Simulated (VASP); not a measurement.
# HfZrP4 (F-43m) in VASP: a series of runs

The runs below take HfZrP4 through single point, relaxation of cell and atoms, with PBE.

All numbers are computed with VASP 6.6.1; they aren't measurements. Logs are shortened: lines on timing, memory, paths and dates and some standing lists are left out, and cuts for length are marked.

## 1. The cell of the first run

Symmetry: F-43m, No. 216, cubic system. The conventional cell has a = 7.275 Å, b = 7.275 Å, c = 7.275 Å, α = 90.00°, β = 90.00°, γ = 90.00°. Within 4.0 Å of Zr (site symmetry -43m) lie 12 P at 3.02 Å and 4 Hf at 3.15 Å. Hf (site symmetry -43m) has 12 P at 3.02 Å and 4 Zr at 3.15 Å within 4.0 Å. P (site symmetry 3m) has 6 P at 2.57 to 2.58 Å and 3 Zr at 3.02 Å and 3 Hf at 3.02 Å within 3.4 Å.

The cell was built from a structure type or drawn by symmetry, and may not be a known phase.

## 2. Single point, PBE

INCAR

```
ALGO     = Normal         # electronic algorithm
EDIFF    = 1E-6           # SCF threshold, eV
ENCUT    = 520            # plane-wave cutoff, eV
GGA      = PE             # functional
ISIF     = 2              # what is computed and relaxed
ISMEAR   = 0              # smearing method
LASPH    = True           # aspherical terms in the spheres
LCHARG   = False          # write CHGCAR
LREAL    = False          # projectors in reciprocal space
LWAVE    = False          # write WAVECAR
NBANDS   = 30             # bands
NELM     = 100            # most SCF steps
PREC     = Accurate       # precision mode
SIGMA    = 0.1            # smearing width, eV
```

KPOINTS

```
k-points
0
Gamma
  4 4 4
```

POSCAR

```
HfZrP4
1.0
    0.0000000000      3.6374669397      3.6374669397
    3.6374669397      0.0000000000      3.6374669397
    3.6374669397      3.6374669397      0.0000000000
Zr Hf P
1 1 4
Direct
    0.7500000000      0.7500000000      0.7500000000
    0.0000000000      0.0000000000      0.0000000000
    0.8743014381      0.3752328540      0.3752328540
    0.3752328540      0.3752328540      0.3752328540
    0.3752328540      0.8743014381      0.3752328540
    0.3752328540      0.3752328540      0.8743014381
```

Potentials or basis: VASP PAW PBE potentials, release 64 (Zr_sv, Hf_pv, P).

Run with:

```sh
cat potpaw_PBE.64/Zr_sv/POTCAR potpaw_PBE.64/Hf_pv/POTCAR potpaw_PBE.64/P/POTCAR > POTCAR
mpirun -np 1 vasp_std > vasp.out
```

OUTCAR:

```text
EDIFF = 1E-6
   ENCUT = 520
   GGA = PE
   ISIF = 2
   ISMEAR = 0
   LASPH = True
   LREAL = False
   NELM = 100
   PREC = Accurate

 ion  position               nearest neighbor table
   1  0.750  0.750  0.750-   3 3.02   5 3.02   6 3.02   4 3.02   4 3.02   4 3.02   3 3.02   6 3.02
                             5 3.02   3 3.02   5 3.02   6 3.02   2 3.15   2 3.15   2 3.15   2 3.15
   2  0.000  0.000  0.000-   3 3.02   5 3.02   3 3.02   6 3.02   5 3.02   6 3.02   4 3.02   4 3.02
                             4 3.02   3 3.02   5 3.02   6 3.02   1 3.15   1 3.15   1 3.15   1 3.15
   3  0.874  0.375  0.375-   4 2.57   5 2.57   6 2.57   4 2.58   6 2.58   5 2.58   1 3.02   1 3.02
                             1 3.02   2 3.02   2 3.02   2 3.02
   4  0.375  0.375  0.375-   3 2.57   5 2.57   6 2.57   6 2.58   5 2.58   3 2.58   1 3.02   1 3.02
                             1 3.02   2 3.02   2 3.02   2 3.02
   5  0.375  0.874  0.375-   3 2.57   4 2.57   6 2.57   6 2.58   4 2.58   3 2.58   1 3.02   1 3.02
                             1 3.02   2 3.02   2 3.02   2 3.02
   6  0.375  0.375  0.874-   3 2.57   4 2.57   5 2.57   4 2.58   5 2.58   3 2.58   1 3.02   1 3.02
                             1 3.02   2 3.02   2 3.02   2 3.02

  LATTYP: Found a face centered cubic cell.
 ALAT       =     7.2749338794

  Lattice vectors:

 A1 = (   0.0000000000,   3.6374669397,   3.6374669397)
 A2 = (   3.6374669397,   0.0000000000,   3.6374669397)
 A3 = (   3.6374669397,   3.6374669397,   0.0000000000)

Analysis of symmetry for initial positions (statically):
=====================================================================
 Subroutine PRICEL returns:
 Original cell was already a primitive cell.

 Routine SETGRP: Setting up the symmetry group for a
 face centered cubic supercell.

 Subroutine GETGRP returns: Found 24 space group operations
 (whereof 24 operations were pure point group operations)
 out of a pool of 48 trial point group operations.

The static configuration has the point symmetry T_d .

Analysis of symmetry for dynamics (positions and initial velocities):
=====================================================================
 Subroutine PRICEL returns:
 Original cell was already a primitive cell.

 Routine SETGRP: Setting up the symmetry group for a
 face centered cubic supercell.

 Subroutine GETGRP returns: Found 24 space group operations
 (whereof 24 operations were pure point group operations)
 out of a pool of 48 trial point group operations.

The dynamic configuration has the point symmetry T_d .

 Subroutine INISYM returns: Found 24 space group operations
 (whereof 24 operations are pure point group operations),
 and found     1 'primitive' translations

----------------------------------------------------------------------------------------

                                     Primitive cell

  volume of cell :      96.2559

  direct lattice vectors                    reciprocal lattice vectors
     0.000000000  3.637466940  3.637466940    -0.137458294  0.137458294  0.137458294
     3.637466940  0.000000000  3.637466940     0.137458294 -0.137458294  0.137458294
     3.637466940  3.637466940  0.000000000     0.137458294  0.137458294 -0.137458294

  length of vectors
     5.144155079  5.144155079  5.144155079     0.238084749  0.238084749  0.238084749

  position of ions in fractional coordinates (direct lattice)
     0.750000000  0.750000000  0.750000000
     0.000000000  0.000000000  0.000000000
     0.874301438  0.375232854  0.375232854
     0.375232854  0.375232854  0.375232854
     0.375232854  0.874301438  0.375232854
     0.375232854  0.375232854  0.874301438

  ion indices of the primitive-cell ions
   primitive index   ion index
                 1           1
                 2           2
                 3           3
                 4           4
                 5           5
                 6           6

----------------------------------------------------------------------------------------

 KPOINTS: k-points

Automatic generation of k-mesh.
 Grid dimensions read from file:
 generate k-points for:    4    4    4

 Generating k-lattice:

  Cartesian coordinates                     Fractional coordinates (reciprocal lattice)
    -0.034364573  0.034364573  0.034364573     0.250000000  0.000000000  0.000000000
     0.034364573 -0.034364573  0.034364573     0.000000000  0.250000000  0.000000000
     0.034364573  0.034364573 -0.034364573     0.000000000  0.000000000  0.250000000

  Length of vectors
     0.059521187  0.059521187  0.059521187

  Shift w.r.t. Gamma in fractional coordinates (k-lattice)
     0.000000000  0.000000000  0.000000000

 Subroutine IBZKPT returns following result:
 ===========================================

 Found      8 irreducible k-points:

 Following reciprocal coordinates:
            Coordinates               Weight
  0.000000  0.000000  0.000000      1.000000
  0.250000  0.000000  0.000000      8.000000
  0.500000  0.000000  0.000000      4.000000
  0.250000  0.250000  0.000000      6.000000
  0.500000  0.250000  0.000000     24.000000
 -0.250000  0.250000  0.000000     12.000000
  0.500000  0.500000  0.000000      3.000000
 -0.250000  0.500000  0.250000      6.000000
   k-points           NKPTS =      8   k-points in BZ     NKDIM =      8   number of bands    NBANDS=     30
   number of dos      NEDOS =    301   number of ions     NIONS =      6
   total plane-waves  NPLWV =  64000
   dimension x,y,z NGX =    40 NGY =   40 NGZ =   40
   dimension x,y,z NGXF=    80 NGYF=   80 NGZF=   80
   ions per type =               1   1   4
   NGX,Y,Z   is equivalent  to a cutoff of  12.93, 12.93, 12.93 a.u.
   NGXF,Y,Z  is equivalent  to a cutoff of  25.85, 25.85, 25.85 a.u.
 SYSTEM =  unknown system
   PREC   = accura    normal or accurate (medium, high low for compatibility)
   ISTART =      0    job   : 0-new  1-cont  2-samecut
   ICHARG =      2    charge: 1-file 2-atom 10-const
   ISPIN  =      1    spin polarized calculation?
   LNONCOLLINEAR =      F non collinear calculations
   LSORBIT =      F    spin-orbit coupling
   LASPH  =      T    aspherical Exc in radial PAW
   ENCUT  =  520.0 eV  38.22 Ry    6.18 a.u.   9.56  9.56  9.56*2*pi/ulx,y,z
   NELM   =    100;   NELMIN=  2; NELMDL= -5     # of ELM steps
   EDIFF  = 0.1E-05   stopping-criterion for ELM
   LREAL  =      F    real-space projection
   EDIFFG = 0.1E-04   stopping-criterion for IOM
   NSW    =      0    number of steps for IOM
   IBRION =     -1    ionic relax: 0-MD 1-quasi-New 2-CG
   NFREE  =      0    steps in history (QN), initial steepest desc. (CG)
   ISIF   =      2    stress and relaxation
   ISYM   =      2    0-nonsym 1-usesym 2-fastsym
   POTIM  = 0.5000    time-step for ionic-motion
   TEBEG  =    0.0;   TEEND  =   0.0 temperature during run
   PSTRESS=    0.0 pullay stress
   NELECT =      42.0000    total number of electrons
   NUPDOWN=      -1.0000    fix difference up-down
   EMIN   =  10.00;   EMAX   =-10.00  energy-range for DOS
   EFERMI =   0.00;   METHOD = LEGACY
   ISMEAR =     0;   SIGMA  =   0.10  broadening in eV -4-tet -1-fermi 0-gaus
   EFERMI_NEDOS =   21; number of points for ismear=-14 and -15
   IALGO  =     38    algorithm
   IMIX   =      4    mixing-type and parameters
     AMIX     =   0.40;   BMIX     =  1.00
     AMIX_MAG =   1.60;   BMIX_MAG =  1.00
  volume/ion in A,a.u.               =      16.04       108.26
  Fermi-wavevector in a.u.,A,eV,Ry     =   1.241697  2.346467 20.977609  1.541811
  Thomas-Fermi vector in A             =   2.376083
   LORBIT       =      0    0 simple, 1 ext, 2 COOP (PROOUT), +10 PAW based schemes
   GGA     = PE    functional components
   LHFCALC =     F    Hartree Fock is set to
   AEXX    =    0.0000 exact exchange contribution
   IVDW    =     0    specifies the selected vdW correction
   LEPSILON=     F    determine dielectric tensor
   LRPA    =     F    only Hartree local field effects (RPA)
 non-spin polarized calculation
 Gauss-broadening in eV      SIGMA  =   0.10
  energy-cutoff  :      520.00
  volume of cell :       96.26
 maximum number of plane-waves:      2637
 NGX is ok and might be reduce to    40
   NGX = 19   NGY = 19   NGZ = 19

 number of electron      41.9999998 magnetization

 Free energy of the ion-electron system (eV)
  ---------------------------------------------------
  ext. energy  EPLUGINS =         0.00000000
  ---------------------------------------------------
  free energy    TOTEN  =       -39.84450474 eV

  energy without entropy =      -39.81726882  energy(sigma->0) =      -39.83088678

 E-fermi :   9.7988     XC(G=0): -11.6753

 val. band max:        9.6643536965   @ k =   0.2500   0.2500   0.0000
 cond. band min:       9.8103959153   @ k =   0.2500   0.2500   0.0000
 fundamental gap:      0.1460422189
 Fermi energy:         9.7988000991

 k-point     1 :       0.0000    0.0000    0.0000
  band No.  band energies     occupation
      1     -39.2389      2.00000
      2     -21.3573      2.00000
      3     -21.3573      2.00000
      4     -21.3573      2.00000
      5     -17.3213      2.00000
      6     -17.3213      2.00000
[... 22 lines left out ...]
     29      13.3166      0.00000
     30      13.8785      0.00000

 k-point     2 :       0.2500    0.0000    0.0000
  band No.  band energies     occupation
      1     -39.2389      2.00000
      2     -21.3596      2.00000
      3     -21.3585      2.00000
      4     -21.3585      2.00000
      5     -17.3282      2.00000
      6     -17.3204      2.00000
[... 22 lines left out ...]
     29      13.2748      0.00000
     30      13.4363      0.00000

 k-point     3 :       0.5000    0.0000    0.0000
  band No.  band energies     occupation
      1     -39.2388      2.00000
      2     -21.3621      2.00000
      3     -21.3597      2.00000
      4     -21.3597      2.00000
      5     -17.3346      2.00000
      6     -17.3195      2.00000
[... 22 lines left out ...]
     29      12.5963      0.00000
     30      13.5666      0.00000

 k-point     4 :       0.2500    0.2500    0.0000
  band No.  band energies     occupation
      1     -39.2389      2.00000
      2     -21.3603      2.00000
      3     -21.3603      2.00000
      4     -21.3577      2.00000
      5     -17.3308      2.00000
      6     -17.3199      2.00000
[... 22 lines left out ...]
     29      13.7412      0.00000
     30      13.9806      0.00000

 k-point     5 :       0.5000    0.2500    0.0000
  band No.  band energies     occupation
      1     -39.2388      2.00000
      2     -21.3647      2.00000
      3     -21.3615      2.00000
      4     -21.3569      2.00000
      5     -17.3344      2.00000
      6     -17.3217      2.00000
[... 22 lines left out ...]
     29      13.2069      0.00000
     30      13.4331      0.00000

 k-point     6 :      -0.2500    0.2500    0.0000
  band No.  band energies     occupation
      1     -39.2388      2.00000
      2     -21.3644      2.00000
      3     -21.3597      2.00000
      4     -21.3573      2.00000
      5     -17.3313      2.00000
      6     -17.3228      2.00000
[... 22 lines left out ...]
     29      13.0436      0.00000
     30      13.1494      0.00000

 k-point     7 :       0.5000    0.5000    0.0000
  band No.  band energies     occupation
      1     -39.2388      2.00000
      2     -21.3632      2.00000
      3     -21.3632      2.00000
      4     -21.3581      2.00000
      5     -17.3396      2.00000
      6     -17.3184      2.00000
[... 22 lines left out ...]
     29      12.7261      0.00000
     30      13.9273      0.00000

 k-point     8 :      -0.2500    0.5000    0.2500
  band No.  band energies     occupation
      1     -39.2388      2.00000
      2     -21.3657      2.00000
      3     -21.3633      2.00000
      4     -21.3557      2.00000
      5     -17.3335      2.00000
      6     -17.3244      2.00000
[... 22 lines left out ...]
     29      12.8350      0.00000
     30      14.3003      0.00000

------------------------ aborting loop because EDIFF is reached ----------------------------------------

  FORCE on cell =-STRESS in cart. coord.  units (eV):
  Direction    XX          YY          ZZ          XY          YZ          ZX
  --------------------------------------------------------------------------------------
  -------------------------------------------------------------------------------------
  Total       -0.2256254     -0.2256254     -0.2256254     -0.0000000     -0.0000000      0.0000000
  in kB       -3.7555315     -3.7555315     -3.7555315     -0.0000000     -0.0000000      0.0000000
  external PRESSURE =      -3.7555315 kB  Pullay stress =       0.0000000 kB

 VOLUME and BASIS-vectors are now :
 -----------------------------------------------------------------------------
  energy-cutoff  :      520.00
  volume of cell :       96.26
      direct lattice vectors                 reciprocal lattice vectors
     0.000000000  3.637466940  3.637466940    -0.137458294  0.137458294  0.137458294
     3.637466940  0.000000000  3.637466940     0.137458294 -0.137458294  0.137458294
     3.637466940  3.637466940  0.000000000     0.137458294  0.137458294 -0.137458294

 POSITION                                       TOTAL-FORCE (eV/Angst)
 -----------------------------------------------------------------------------------
      5.45620      5.45620      5.45620        -0.000000     -0.000000     -0.000000
      0.00000      0.00000      0.00000        -0.000000     -0.000000     -0.000000
      2.72979      4.54514      4.54514        -0.000959      0.000959      0.000959
      2.72979      2.72979      2.72979        -0.000959     -0.000959     -0.000959
      4.54514      2.72979      4.54514         0.000959     -0.000959      0.000959
      4.54514      4.54514      2.72979         0.000959      0.000959     -0.000959
 -----------------------------------------------------------------------------------
    total drift:                               -0.000000     -0.000000     -0.000000

  FREE ENERGIE OF THE ION-ELECTRON SYSTEM (eV)
  ---------------------------------------------------
  free  energy   TOTEN  =       -39.8445047445 eV

  energy  without entropy=      -39.8172688187  energy(sigma->0) =      -39.83088678
```

It took 30 s on 1 thread of Intel Xeon Platinum 8259CL at 2.50GHz (Skylake/Cascade Lake), shared host; peak memory 0.24 GiB.

What came out:

| Property | Result |
| --- | --- |
| Free energy | -39.8445 eV |
| Pressure | -0.4 GPa |
| Band gap on the k mesh | zero (bands 21 and 22 overlap by 0.72 eV) |

Caveat: the k points lie up to 0.37 Å⁻¹ apart, too coarse for converged energies and pressures of a metal; spin-orbit coupling is left out, which moves the levels of the heavy elements.

## 3. Relaxation of cell and atoms, PBE

This run uses another cell than the first one, of 20.26 Å³/atom.

INCAR

```
  PREC = Accurate
  ENCUT = 600
  EDIFF = 1E-6
  ISMEAR = 0
  SIGMA = 0.1
  LREAL = F
  LASPH = T
  NELM = 80
  ALGO = Normal
  ISIF = 3
  LWAVE = F
  LCHARG = F
  GGA = PE
  IBRION = 2
  NSW = 90
  EDIFFG = -0.04
```

KPOINTS

```
regular mesh
0
Gamma
  4 4 4
```

POSCAR

```
HfZrP4
1.0
    0.0000000000      3.9319819100      3.9319819100
    3.9319819100      0.0000000000      3.9319819100
    3.9319819100      3.9319819100      0.0000000000
Zr Hf P
1 1 4
Direct
    0.7500000000      0.7500000000      0.7500000000
    0.0000000000      0.0000000000      0.0000000000
    0.8749097000      0.3750301000      0.3750301000
    0.3750301000      0.3750301000      0.3750301000
    0.3750301000      0.8749097000      0.3750301000
    0.3750301000      0.3750301000      0.8749097000
```

Potentials or basis: VASP PAW PBE potentials, release 64 (Zr_sv, Hf_pv, P).

Run with:

```sh
cat potpaw_PBE.64/Zr_sv/POTCAR potpaw_PBE.64/Hf_pv/POTCAR potpaw_PBE.64/P/POTCAR > POTCAR
mpirun -np 1 vasp_std > vasp.out
```

Wall time 1.8 min (1 thread of Intel Xeon Platinum 8259CL at 2.50GHz (Skylake/Cascade Lake), shared host); peak memory 0.36 GiB.

Results (log left out):

```
Free energy                           : -39.8482 eV
Relaxed volume                        : 15.98 Å³/atom
Relaxed cell                          : a = 5.138 Å, b = 5.138 Å, c = 5.138 Å, α = 60.00°, β = 60.00°, γ = 60.00°
Space group after relaxing (to 0.1 Å) : F-43m (No. 216)
Energy gained by relaxing             : 255.2 meV/atom
Ionic steps                           : 3
Pressure after relaxing               : 0.0 GPa
Largest force after relaxing          : 0.028 eV/Å
Band gap on the k mesh                : zero (bands 21 and 22 overlap by 0.72 eV)
```

Forces in eV/Å, atoms in the order of the input:
```
Zr   0.000  0.000  0.000
Hf   0.000  0.000  0.000
P    0.016 -0.016 -0.016
P    0.016  0.016  0.016
P   -0.016  0.016 -0.016
P   -0.016 -0.016  0.016
```

Step by step:
| step | energy change (eV) | largest force (eV/Å) | pressure (GPa) | volume (Å³) |
| --- | --- | --- | --- | --- |
| 1 | 0.0000 | 0.0211 | -15.91 | 121.58 |
| 2 | -1.3748 | 0.0236 | 8.30 | 89.50 |
| 3 | -1.5314 | 0.0275 | 0.04 | 95.89 |

Final structure:
```cif
data_structure
_symmetry_space_group_name_H-M 'P 1'
_symmetry_Int_Tables_number 1
_cell_length_a 5.1377
_cell_length_b 5.1377
_cell_length_c 5.1377
_cell_angle_alpha 60.000
_cell_angle_beta 60.000
_cell_angle_gamma 60.000
_cell_volume 95.89
loop_
_atom_site_label
_atom_site_type_symbol
_atom_site_fract_x
_atom_site_fract_y
_atom_site_fract_z
_atom_site_occupancy
Zr1 Zr 0.75000 0.75000 0.75000 1
Hf1 Hf 0.00000 0.00000 0.00000 1
P1 P 0.87474 0.37509 0.37509 1
P2 P 0.37509 0.37509 0.37509 1
P3 P 0.37509 0.87474 0.37509 1
P4 P 0.37509 0.37509 0.87474 1
```

Levels at points of the mesh, in eV from the Fermi level:
| k point | band 17 | band 18 | band 19 | band 20 | band 21 | band 22 | band 23 | band 24 | band 25 |
| --- | --- | --- | --- | --- | --- | --- | --- | --- | --- |
| (0.00, 0.00, 0.00) | -5.53 | -1.80 | 0.46 | 0.46 | 0.46 | 2.73 | 2.73 | 2.94 | 2.94 |
| (0.50, 0.00, 0.00) | -2.26 | -2.26 | -2.09 | -1.78 | -1.37 | 0.93 | 0.93 | 1.42 | 1.90 |
| (0.50, 0.50, 0.00) | -2.53 | -2.53 | -2.49 | -1.70 | -1.70 | -0.25 | -0.25 | 2.15 | 2.23 |

Caveat: the volume moved by over 15 % at a fixed basis, so the end points are rough; spin-orbit coupling is left out, which moves the levels of the heavy elements.
